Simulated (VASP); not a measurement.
# Ta3AlN4: single point with PBE

The system is Ta3AlN4.

```
CELL_PARAMETERS angstrom
3.35731 0.00000 0.00000
0.00000 3.35731 0.00000
0.00000 0.00000 9.49590
ATOMIC_POSITIONS crystal
Ta 0.00000 0.00000 0.00000
Ta 0.50000 0.50000 0.25000
Ta 0.50000 0.50000 0.75000
Al 0.00000 0.00000 0.50000
N 0.00000 0.00000 0.75000
N 0.50000 0.50000 0.00000
N 0.00000 0.00000 0.25000
N 0.50000 0.50000 0.50000
```

```yaml
Program: VASP 6.6.1
Task: single point
Functional: PBE
Potentials_or_basis: VASP PAW PBE potentials, release 64 (Ta_pv, Al, N)
Cutoff: 520 eV
k_mesh: 6 × 6 × 2
Occupations: gaussian, width 0.1 eV
Spin: no spin polarisation
Dipole_correction: no
Further_INCAR_settings: ALGO = Normal; EDIFF = 1e-06; NBANDS = 38
```

* Pressure: -41.5 GPa
* Largest force: 0.884 eV/Å
* Band gap on the k mesh: zero (band 28 reaches 7.82 eV, above the bottom of band 29 at 5.72 eV)

Forces in eV/Å, atoms in the order of the input:
```
Ta   0.000  0.000  0.000
Ta   0.000  0.000 -0.884
Ta   0.000  0.000  0.884
Al   0.000  0.000  0.000
N    0.000  0.000 -0.605
N    0.000  0.000  0.000
N    0.000  0.000  0.605
N    0.000  0.000  0.000
```

Stress tensor (GPa, compression positive):
```
-42.88   0.00   0.00
  0.00 -42.88   0.00
  0.00   0.00 -38.69
```

Levels at points of the mesh, in eV from the Fermi level:
```csv
k point,band 26,band 27,band 28,band 29,band 30,band 31
"(0.00, 0.00, 0.00)",-2.88,-2.82,-2.04,-1.31,-0.84,-0.84
"(0.50, 0.00, 0.00)",0.40,0.66,0.78,0.86,1.18,1.22
"(0.50, 0.50, 0.00)",-3.07,-3.07,-0.57,0.05,0.05,1.21
"(0.00, 0.00, 0.50)",-3.26,-2.97,-2.00,-0.41,-0.34,-0.34
"(0.50, 0.00, 0.50)",0.42,0.50,0.65,0.77,0.88,0.96
"(0.50, 0.50, 0.50)",-2.07,-2.07,-1.04,-1.04,0.20,1.81
```

Run time: 76 s on 1 thread of Intel(R) Xeon(R) Platinum 8488C (Sapphire Rapids), on a shared host, peak memory 0.26 GiB.

Caveat: spin-orbit coupling is left out, which moves the levels of the heavy elements.
